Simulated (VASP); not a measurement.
Here is a VASP 6.6.1 calculation.

The input INCAR:

```
SYSTEM = SrAl2O2
PREC     = Accurate       ! precision mode
ENCUT    = 1340           ! plane-wave cutoff, eV
EDIFF    = 1E-7           ! SCF threshold, eV
ISMEAR   = 0              ! smearing method
SIGMA    = 0.1            ! smearing width, eV
LREAL    = .FALSE.        ! projectors in reciprocal space
LASPH    = .TRUE.         ! aspherical terms in the spheres
NELM     = 120            ! most SCF steps
ALGO     = Normal         ! electronic algorithm
ISIF     = 3              ! what is computed and relaxed
LWAVE    = .FALSE.        ! write WAVECAR
LCHARG   = .FALSE.        ! write CHGCAR
GGA      = PE             ! functional
IBRION   = 2              ! ionic algorithm
NSW      = 90             ! ionic steps
EDIFFG   = -0.04          ! ionic threshold
GGA_COMPAT= .FALSE.      
NELMIN   = 4
```

File KPOINTS:

```
regular mesh
0
G
  4 4 4
  0 0 0
```

Contents of POSCAR:

```
SrAl2O2
1.0
    4.8918363900      0.0000000000      0.0000000000
    0.0000000000      4.8918363900      0.0000000000
    0.0000000000      0.0000000000      3.7593392100
Sr Al O
1 2 2
Direct
    0.0000000000      0.0000000000      0.0000000000
    0.0000000000      0.5000000000      0.5000000000
    0.5000000000      0.0000000000      0.5000000000
    0.0000000000      0.0000000000      0.5000000000
    0.5000000000      0.5000000000      0.0000000000
```

Potentials or basis: VASP PAW PBE potentials, release 64 (Sr_sv, Al, O_h).

The run is started by

```sh
$ cat potpaw_PBE.64/Sr_sv/POTCAR potpaw_PBE.64/Al/POTCAR potpaw_PBE.64/O_h/POTCAR > POTCAR
$ mpirun -np 1 vasp_std > vasp.out
```

Question: What does it give for the space group after relaxing (to 0.1 Å)?

Answer: P4/mmm (No. 123).

Question: Estimate the band gap on the k mesh.

Answer: Zero (bands 14 and 15 overlap by 0.65 eV).

Question: Estimate the relaxed volume.

Answer: 17.53 Å³/atom.

The path:
| step | energy change (eV) | largest force (eV/Å) | pressure (GPa) | volume (Å³) |
| --- | --- | --- | --- | --- |
| 1 | 0.0000 | 0.0000 | 22.07 | 89.96 |
| 2 | -4.2237 | 0.0000 | -8.01 | 122.31 |
| 3 | -4.3031 | 0.0000 | -5.87 | 115.95 |
| 4 | -5.0997 | 0.0000 | -4.92 | 104.56 |
| 5 | -5.7617 | 0.0000 | 17.70 | 72.36 |
| 6 | -6.0270 | 0.0000 | 0.22 | 88.26 |
| 7 | -6.1892 | 0.0000 | 6.52 | 80.19 |
| 8 | -6.3820 | 0.0000 | 6.90 | 81.06 |
| 9 | -6.4001 | 0.0000 | 6.57 | 80.97 |
| 10 | -6.4965 | 0.0000 | -2.77 | 91.31 |
| 11 | -6.5293 | 0.0000 | -0.02 | 87.64 |
| 12 | -6.5293 | 0.0000 | 0.10 | 87.50 |
| 13 | -6.5305 | 0.0000 | 0.08 | 87.57 |
| 14 | -6.5309 | 0.0000 | 0.16 | 87.65 |

Caveat: the k points lie up to 0.40 Å⁻¹ apart in the final cell, too coarse for converged energies and pressures of a metal; a cell axis changed by over 15 % at a fixed basis, so the end point is rough.
